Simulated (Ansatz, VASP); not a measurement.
**WS in VASP and in Ansatz**

```
CELL_PARAMETERS angstrom
3.93889 0.00000 0.00000
0.00000 3.93889 0.00000
0.00000 0.00000 4.97713
ATOMIC_POSITIONS crystal
W 0.00000 0.50000 0.23510
W 0.50000 0.00000 0.76490
S 0.00000 0.00000 0.00000
S 0.50000 0.50000 0.00000
```

Alike in both runs: task relaxation of cell and atoms; functional PBE; k mesh 4 × 4 × 4; occupations gaussian, width 0.1 eV; no spin polarisation.

```csv
,VASP,Ansatz
version,VASP 6.6.1,Ansatz 0.2.0
potentials or method,"VASP PAW PBE potentials, release 64 (W_sv, S), cutoff 600 eV","scalar-relativistic, plane waves, PAW"
valence electrons in the cell,40,40
```

Ansatz gave:

| Item | Value |
| --- | --- |
| gap on the k mesh at the Fermi level, each at its own relaxed structure (eV) | none |
| relaxed volume (Å³/atom) | 15.84 |
| relaxed cell length with the largest relative difference (Å) | 4.394 |

Question: What did VASP give for the same quantities?

Answer: gap on the k mesh at the Fermi level, each at its own relaxed structure (eV): none; relaxed volume (Å³/atom): 15.84; relaxed cell length with the largest relative difference (Å): 4.399.

A gap of «none» marks a metal or a gap that the smearing closes.

The k mesh is coarse, so the values compare programs but aren't converged. Spin-orbit coupling is off throughout. Noted on VASP's run: the volume moved by over 15 % at a fixed basis, so the end points are rough.
